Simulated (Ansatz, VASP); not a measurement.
**ZnS: VASP beside Ansatz**

```
CELL_PARAMETERS angstrom
0.00000 2.50847 2.50847
2.50847 0.00000 2.50847
2.50847 2.50847 0.00000
ATOMIC_POSITIONS crystal
Zn 0.00000 0.00000 0.00000
S 0.50000 0.50000 0.50000
```

Change from the starting cell: volume scaled by 0.95, PAW files.

Alike in both runs: task electric field gradients; functional PBE; k mesh 15 × 15 × 15; occupations fermi-dirac, width 0.05 eV; no spin polarisation.

```csv
,VASP,Ansatz
version,VASP 6.6.1,Ansatz 0.2.0
potentials or method,"VASP PAW PBE potentials, release 64 (Zn, S)","PAW with Ansatz's default frozen-core files, scalar-relativistic"
plane-wave cutoff (eV),520,420
valence electrons in the cell,18,18
```

|  | VASP | Ansatz | Ansatz less VASP |
| --- | --- | --- | --- |
| pressure (GPa) | 5.2 | 5.0 | -0.19 |

With one functional, cell and mesh, what is left measures potentials, basis and numerics.
